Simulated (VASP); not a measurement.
A run of VASP 6.6.1:

INCAR

```
  PREC = Accurate
  ENCUT = 520
  EDIFF = 1E-6
  ISMEAR = 0
  SIGMA = 0.15
  LREAL = False
  LASPH = True
  NELM = 150
  ALGO = Fast
  ISIF = 2
  LWAVE = False
  LCHARG = True
  ISPIN = 2
  MAGMOM = 0.64 0.64
  LORBIT = 11
  LMAXMIX = 4
  GGA = PE
  LELF = True
  LVHAR = True
  NBANDS = 21
```

File KPOINTS:

```
Automatic mesh
0
Gamma
  14 14 8
```

File POSCAR:

```
Ni
1.0
   -1.5202554125      1.5369312596      1.5746739712
    1.4019791206     -1.1614895130      1.0809559328
    2.9209555616      2.6971418012      0.2571654548
Ni
2
Direct
   -0.0058374805      0.0518061945      0.0029474140
    0.5058374805      0.4481938055      0.4970525860
```

Potentials or basis: VASP PAW PBE potentials, release 64 (Ni).

Launch:

```bash
$ cat potpaw_PBE.64/Ni/POTCAR > POTCAR
$ mpirun -np 1 vasp_std > vasp.out
```

Hardware: 1 thread of Intel(R) Xeon(R) Platinum 8488C (Sapphire Rapids), with other jobs on the host.

Task: How long does it take, and how much memory?

Result: Run time: 5.8 min on 1 thread of Intel(R) Xeon(R) Platinum 8488C (Sapphire Rapids), on a shared host, peak memory 0.52 GiB. Counts: scf iterations 14, k points 788.
